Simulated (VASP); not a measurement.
MgO: single point with LDA

Crystal: MgO.

```
CELL_PARAMETERS angstrom
0.00000 2.10500 2.10500
2.10500 0.00000 2.10500
2.10500 2.10500 0.00000
ATOMIC_POSITIONS crystal
Mg 0.00000 0.00000 0.00000
O 0.50000 0.50000 0.50000
```

```json
{
  "Program": "VASP 6.6.1",
  "Task": "single point",
  "Functional": "LDA",
  "Potentials or basis": "VASP PAW LDA potentials, release 64 (Mg_sv, O)",
  "Cutoff": "840 eV",
  "k mesh": "10 × 10 × 10",
  "Occupations": "gaussian, width 0.01 eV",
  "Spin": "no spin polarisation"
}
```

```yaml
Pressure: -5.3 GPa
Band_gap_on_the_k_mesh: 4.68 eV
```

Levels at points of the mesh, in eV from the valence-band top:
| k point | band 4 | band 5 | band 6 | band 7 | band 8 | band 9 | band 10 | band 11 | band 12 | band 13 |
| --- | --- | --- | --- | --- | --- | --- | --- | --- | --- | --- |
| (0.00, 0.00, 0.00) | -38.79 | -16.99 | 0.00 | 0.00 | 0.00 | 4.68 | 15.54 | 15.54 | 15.54 | 19.57 |
| (0.50, 0.00, 0.00) | -38.80 | -15.61 | -4.70 | -0.67 | -0.67 | 7.75 | 12.43 | 16.03 | 16.03 | 20.64 |
| (0.50, 0.50, 0.00) | -38.82 | -15.38 | -4.13 | -1.37 | -1.37 | 8.90 | 9.75 | 12.91 | 18.67 | 18.67 |

Run time: 13 s on 1 thread of AMD EPYC 7R13 Processor (Zen 3), on a shared host, peak memory 0.12 GiB.

Caveat: the cell stands under tension.
